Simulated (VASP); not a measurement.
# TiBrF3 (R3m) in VASP: relaxation of cell and atoms with PBE

Aim: the relaxation of cell and atoms of TiBrF3 with PBE.

Everything below comes from runs of VASP 6.6.1. Logs are shortened: lines on timing, memory, paths and dates and some standing lists are left out, and cuts for length are marked.

## Step 1: The cell of the first run

It takes space group R3m (No. 160, trigonal). The conventional cell has a = 8.959 Å, b = 8.959 Å, c = 6.459 Å, α = 90.00°, β = 90.00°, γ = 120.00°. Ti (site symmetry 3m) has 3 F at 1.76 Å and 1 Br at 2.34 Å within 2.4 Å. Br (site symmetry 3m) has 1 Ti at 2.34 Å within 3.1 Å. F (site symmetry m) has 1 Ti at 1.76 Å within 2.3 Å.

The cell was generated, and may not be a known phase.

## Step 2: Relaxation of cell and atoms, PBE

INCAR

```
PREC = Accurate ; ENCUT = 600
EDIFF = 1E-7 ; ISMEAR = 0
SIGMA = 0.02 ; LREAL = False
LASPH = True ; NELM = 120
ALGO = Normal ; ISIF = 3
LWAVE = False ; LCHARG = False
GGA = PE ; IBRION = 2
NSW = 100 ; EDIFFG = -0.01
GGA_COMPAT = False ; NELMIN = 4
```

KPOINTS

```
Automatic mesh
0
Gamma
  6 6 6
```

POSCAR

```
TiBrF3
1.0
    4.4794916244      2.5862356952      2.1530057431
   -4.4794916244      2.5862356952      2.1530057431
    0.0000000000     -5.1724713903      2.1530057431
Ti Br F
1 1 3
Direct
    0.9615016503      0.9615016503      0.9615016503
    0.5989370923      0.5989370923      0.5989370923
    0.2685928574      0.9490718799      0.9490718799
    0.9490718799      0.9490718799      0.2685928574
    0.9490718799      0.2685928574      0.9490718799
```

Potentials or basis: VASP PAW PBE potentials, release 64 (Ti_sv, Br, F).

The run is started by

```console
> cat potpaw_PBE.64/Ti_sv/POTCAR potpaw_PBE.64/Br/POTCAR potpaw_PBE.64/F/POTCAR > POTCAR
> mpirun -np 1 vasp_std > vasp.out
```

OUTCAR:

```text
PREC = Accurate
   ENCUT = 600
   EDIFF = 1E-7
   ISMEAR = 0
   LREAL = False
   LASPH = True
   NELM = 120
   ISIF = 3
   GGA = PE
   IBRION = 2
   NSW = 100
   EDIFFG = -0.01
   NELMIN = 4

 ion  position               nearest neighbor table
   1  0.962  0.962  0.962-   4 1.76   3 1.76   5 1.76   2 2.34
   2  0.599  0.599  0.599-   1 2.34
   3  0.269  0.949  0.949-   1 1.76
   4  0.949  0.949  0.269-   1 1.76
   5  0.949  0.269  0.949-   1 1.76

  LATTYP: Found a trigonal (rhomboedric) cell.
 ALAT       =     5.6026684726
 COS(alpha) =    -0.2784907910

  Lattice vectors:

 A1 = (   4.4794916244,   2.5862356952,   2.1530057431)
 A2 = (  -4.4794916244,   2.5862356952,   2.1530057431)
 A3 = (   0.0000000000,  -5.1724713903,   2.1530057431)

Analysis of symmetry for initial positions (statically):
=====================================================================
 Subroutine PRICEL returns:
 Original cell was already a primitive cell.

 Routine SETGRP: Setting up the symmetry group for a
 trigonal (rhombohedral) supercell.

 Subroutine GETGRP returns: Found  6 space group operations
 (whereof  6 operations were pure point group operations)
 out of a pool of 12 trial point group operations.

The static configuration has the point symmetry C_3v.

Analysis of symmetry for dynamics (positions and initial velocities):
=====================================================================
 Subroutine PRICEL returns:
 Original cell was already a primitive cell.

 Routine SETGRP: Setting up the symmetry group for a
 trigonal (rhombohedral) supercell.

 Subroutine GETGRP returns: Found  6 space group operations
 (whereof  6 operations were pure point group operations)
 out of a pool of 12 trial point group operations.

The dynamic configuration has the point symmetry C_3v.

 Subroutine INISYM returns: Found  6 space group operations
 (whereof  6 operations are pure point group operations),
 and found     1 'primitive' translations

----------------------------------------------------------------------------------------

                                     Primitive cell

  volume of cell :     149.6557

  direct lattice vectors                    reciprocal lattice vectors
[... 107 lines left out ...]
   EFERMI =   0.00;   METHOD = LEGACY
   ISMEAR =     0;   SIGMA  =   0.02  broadening in eV -4-tet -1-fermi 0-gaus
   EFERMI_NEDOS =   21; number of points for ismear=-14 and -15
   IALGO  =     38    algorithm
   IMIX   =      4    mixing-type and parameters
     AMIX     =   0.40;   BMIX     =  1.00
     AMIX_MAG =   1.60;   BMIX_MAG =  1.00
  volume/ion in A,a.u.               =      29.93       201.99
  Fermi-wavevector in a.u.,A,eV,Ry     =   1.054542  1.992795 15.130469  1.112058
  Thomas-Fermi vector in A             =   2.189706
   LORBIT       =      0    0 simple, 1 ext, 2 COOP (PROOUT), +10 PAW based schemes
   GGA     = PE    functional components
   LHFCALC =     F    Hartree Fock is set to
   AEXX    =    0.0000 exact exchange contribution
   IVDW    =     0    specifies the selected vdW correction
   LEPSILON=     F    determine dielectric tensor
   LRPA    =     F    only Hartree local field effects (RPA)
 conjugate gradient relaxation of ions
 non-spin polarized calculation
 Gauss-broadening in eV      SIGMA  =   0.02
  energy-cutoff  :      600.00
  volume of cell :      149.66
 maximum number of plane-waves:      5019
 NGX is ok and might be reduce to    48
   NGX = 23   NGY = 23   NGZ = 23

--------------------------------------- Ionic step        1  -------------------------------------------

 number of electron      39.9999995 magnetization

 Free energy of the ion-electron system (eV)
  ---------------------------------------------------
  ext. energy  EPLUGINS =         0.00000000
  ---------------------------------------------------
  free energy    TOTEN  =       -28.82009509 eV

  energy without entropy =      -28.82009509  energy(sigma->0) =      -28.82009509

------------------------ aborting loop because EDIFF is reached ----------------------------------------

  FORCE on cell =-STRESS in cart. coord.  units (eV):
  Direction    XX          YY          ZZ          XY          YZ          ZX
  --------------------------------------------------------------------------------------
  -------------------------------------------------------------------------------------
  Total        0.3864562      0.3864562     -0.0065266      0.0000000     -0.0000000      0.0000000
  in kB        4.1373058      4.1373058     -0.0698725      0.0000000     -0.0000000      0.0000000
  external PRESSURE =       2.7349131 kB  Pullay stress =       0.0000000 kB
[... 98 lines left out ...]
  FREE ENERGIE OF THE ION-ELECTRON SYSTEM (eV)
  ---------------------------------------------------
  free  energy   TOTEN  =       -28.8225320404 eV

  energy  without entropy=      -28.8225320404  energy(sigma->0) =      -28.82253204

[... ionic steps 4 to 16 ...]

--------------------------------------- Ionic step       17  -------------------------------------------

 number of electron      40.0000011 magnetization

------------------------ aborting loop because EDIFF is reached ----------------------------------------
[... 73 lines left out ...]
--------------------------------------- Ionic step       19  -------------------------------------------

 number of electron      40.0000011 magnetization

 Free energy of the ion-electron system (eV)
  ---------------------------------------------------
  ext. energy  EPLUGINS =         0.00000000
  ---------------------------------------------------
  free energy    TOTEN  =       -28.83281621 eV

  energy without entropy =      -28.83281621  energy(sigma->0) =      -28.83281621

 E-fermi :  -2.9521     XC(G=0):  -6.7322

 val. band max:       -3.1883907619   @ k =   0.5000   0.5000   0.5000
 cond. band min:       0.2887487973   @ k =   0.5000   0.5000   0.5000
 fundamental gap:      3.4771395592
 Fermi energy:        -2.9520889724

 k-point     1 :       0.0000    0.0000    0.0000
  band No.  band energies     occupation
      1     -59.7258      2.00000
      2     -36.2086      2.00000
      3     -36.2086      2.00000
      4     -35.9517      2.00000
      5     -24.8055      2.00000
      6     -24.5209      2.00000
[... 637 lines left out ...]
     23       1.1383      0.00000
     24       1.6220      0.00000

 [... further k-points ...]
[... 5 lines left out ...]
  --------------------------------------------------------------------------------------
  -------------------------------------------------------------------------------------
  Total       -0.0011195     -0.0011195     -0.0413534      0.0000000     -0.0000000      0.0000000
  in kB       -0.0131722     -0.0131722     -0.4865688      0.0000000     -0.0000000      0.0000000
  external PRESSURE =      -0.1709711 kB  Pullay stress =       0.0000000 kB
[... 20 lines left out ...]
  FREE ENERGIE OF THE ION-ELECTRON SYSTEM (eV)
  ---------------------------------------------------
  free  energy   TOTEN  =       -28.8328162143 eV

  energy  without entropy=      -28.8328162143  energy(sigma->0) =      -28.83281621

 reached required accuracy - stopping structural energy minimisation
```

It took 22 min on 1 thread of AMD EPYC 9R45 (Zen 5), shared host; peak memory 0.41 GiB.

Results:

```yaml
Free_energy: -28.8328 eV
Relaxed_volume: 27.23 Å³/atom
Relaxed_cell: a = 5.419 Å, b = 5.419 Å, c = 5.419 Å, α = 105.93°, β = 105.93°, γ = 105.93°
Space_group_after_relaxing_to_0.1_Å: R3m (No. 160)
Energy_gained_by_relaxing: 2.5 meV/atom
Ionic_steps: 19
Pressure_after_relaxing: 0.0 GPa
Largest_force_after_relaxing: 0.009 eV/Å
Band_gap_on_the_k_mesh: 3.48 eV
```

Forces on the atoms (eV/Å):
```
Ti   0.000  0.000 -0.009
Br   0.000  0.000 -0.009
F    0.002  0.001  0.006
F    0.000 -0.002  0.006
F   -0.002  0.001  0.006
```

The path:
```tsv
step	energy change (eV)	largest force (eV/Å)	pressure (GPa)	volume (Å³)
1	0.0000	0.2594	0.27	149.66
2	0.0062	0.5017	-0.79	150.76
3	-0.0024	0.0255	-0.11	150.03
4	-0.0028	0.0313	-0.10	149.68
5	-0.0038	0.0634	-0.05	148.64
6	-0.0053	0.1289	0.04	146.56
7	-0.0068	0.2650	0.26	142.45
8	-0.0069	0.2629	0.25	142.38
9	-0.0072	0.2568	0.25	142.17
10	-0.0077	0.2444	0.23	141.76
11	-0.0087	0.2205	0.20	140.93
12	-0.0103	0.1736	0.15	139.29
13	-0.0122	0.0840	0.06	136.03
14	-0.0123	0.0501	0.03	134.78
15	-0.0124	0.0427	0.02	134.90
16	-0.0126	0.0309	-0.01	135.25
17	-0.0126	0.0439	-0.07	135.95
18	-0.0127	0.0211	-0.03	136.09
19	-0.0127	0.0089	-0.02	136.17
```

Final structure:
```
CELL_PARAMETERS angstrom
4.32548 2.49732 2.10096
-4.32548 2.49732 2.10096
0.00000 -4.99463 2.10096
ATOMIC_POSITIONS crystal
Ti 0.96095 0.96095 0.96095
Br 0.59016 0.59016 0.59016
F 0.28004 0.94801 0.94801
F 0.94801 0.94801 0.28004
F 0.94801 0.28004 0.94801
```

Levels at points of the mesh, in eV from the valence-band top:
```tsv
k point	band 16	band 17	band 18	band 19	band 20	band 21	band 22	band 23	band 24
(0.00, 0.00, 0.00)	-2.79	-2.52	-1.31	-0.18	-0.18	3.59	3.59	4.05	4.65
(0.50, 0.00, 0.00)	-2.69	-2.45	-1.38	-0.14	-0.06	3.52	3.57	4.34	4.68
(0.50, 0.50, 0.00)	-2.61	-2.38	-1.33	-0.13	-0.12	3.53	3.56	4.07	4.75
(0.50, 0.50, 0.50)	-2.57	-2.33	-1.36	0.00	0.00	3.48	3.48	4.47	5.00
```
